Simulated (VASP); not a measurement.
Here is a VASP 6.6.1 calculation.

INCAR

```
PREC = Accurate ; ENCUT = 520
EDIFF = 1E-6 ; ISMEAR = 0
SIGMA = 0.1 ; LREAL = False
LASPH = True ; NELM = 150
ALGO = Normal ; ISIF = 2
LWAVE = False ; LCHARG = True
ISPIN = 2 ; MAGMOM = 0 1 0 0
LORBIT = 11 ; LMAXMIX = 4
GGA = PE ; LELF = True
LVHAR = True ; NBANDS = 28
```

The input KPOINTS:

```
Automatic mesh
0
Gamma
  6 6 4
```

Contents of POSCAR:

```
YPtS2
1.0
    3.5369881100      0.0000000000      0.0000000000
   -1.7684940600      3.0631215600      0.0000000000
    0.0000000000      0.0000000000      6.9324967000
Y Pt S
1 1 2
Direct
    0.0000000000      0.0000000000      0.5000000000
    0.0000000000      0.0000000000      0.0000000000
    0.3333333300      0.6666666700      0.2500000000
    0.3333333300      0.6666666700      0.7500000000
```

Potentials or basis: VASP PAW PBE potentials, release 64 (Y_sv, Pt, S).

Launch:

```console
$ cat potpaw_PBE.64/Y_sv/POTCAR potpaw_PBE.64/Pt/POTCAR potpaw_PBE.64/S/POTCAR > POTCAR
$ mpirun -np 1 vasp_std > vasp.out
```

(1) Estimate the pressure.

(2) Predict the net moment.

(3) Estimate the largest force.

Results:

(1) 2.8 GPa.

(2) 0.00 μB per cell.

(3) 0.585 eV/Å.
